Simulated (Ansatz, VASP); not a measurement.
**Na in VASP and in Ansatz**

File INCAR:

```
SYSTEM = Na
  PREC = Accurate
  ENCUT = 520
  EDIFF = 1E-6
  ISMEAR = 0
  SIGMA = 0.15
  LREAL = .FALSE.
  LASPH = .TRUE.
  NELM = 60
  ALGO = Fast
  ISIF = 2
  LWAVE = .FALSE.
  LCHARG = .FALSE.
  GGA = PS
  NBANDS = 14
```

File KPOINTS:

```
Automatic mesh
0
G
  18 18 10
  0 0 0
```

File POSCAR:

```
Na
1.0
    3.5448836596      0.0000000000      0.0000000000
   -1.7724418298      3.0699593026      0.0000000000
    0.0000000000      0.0000000000      6.9493628661
Na
2
Direct
    0.3333333333      0.6666666667      0.2500000000
    0.6666666667      0.3333333333      0.7500000000
```

Input for Ansatz:

```yaml
crystal:
  lattice:
    - [3.5448836596, 0.0, 0.0]
    - [-1.7724418298, 3.0699593026, 0.0]
    - [0.0, 0.0, 6.9493628661]
  atoms:
    - { symbol: Na, position: [0.3333333333, 0.6666666667, 0.25] }
    - { symbol: Na, position: [0.6666666667, 0.3333333333, 0.75] }
basis:
  ecutwfc: 420
kpoints:
  mp_grid: { grid: [18, 18, 10] }
hamiltonian:
  xc: pbesol
scf:
  occupations: { method: gaussian, width: 0.15 }
output:
  forces: true
  stress: true
  eigenvalues: true
```

Alike in both runs: task single point; functional PBEsol; k mesh 18 × 18 × 10; occupations gaussian, width 0.15 eV; no spin polarisation.

|  | VASP | Ansatz |
| --- | --- | --- |
| version | VASP 6.6.1 | Ansatz 0.2.0 |
| potentials or method | VASP PAW PBE potentials, release 64 (Na_pv), cutoff 520 eV | scalar-relativistic, plane waves, PAW |
| valence electrons in the cell | 14 | 18 |

VASP gave:

```
gap on the k mesh at the Fermi level (eV)                     : none
pressure (GPa)                                                : 0.0
traceless stress, the component that is largest in VASP (GPa) : -1.68
```

Q: Which values does Ansatz return?

A: gap on the k mesh at the Fermi level (eV): none; pressure (GPa): -0.1; traceless stress, the component that is largest in VASP (GPa): -1.68.

VASP's potentials were made for PBE, not for PBEsol. A gap of «none» marks a metal or a gap that the smearing closes. VASP's potentials hold 14 valence electrons a cell and Ansatz's 18, so a difference there can come from the potentials and not from the codes.
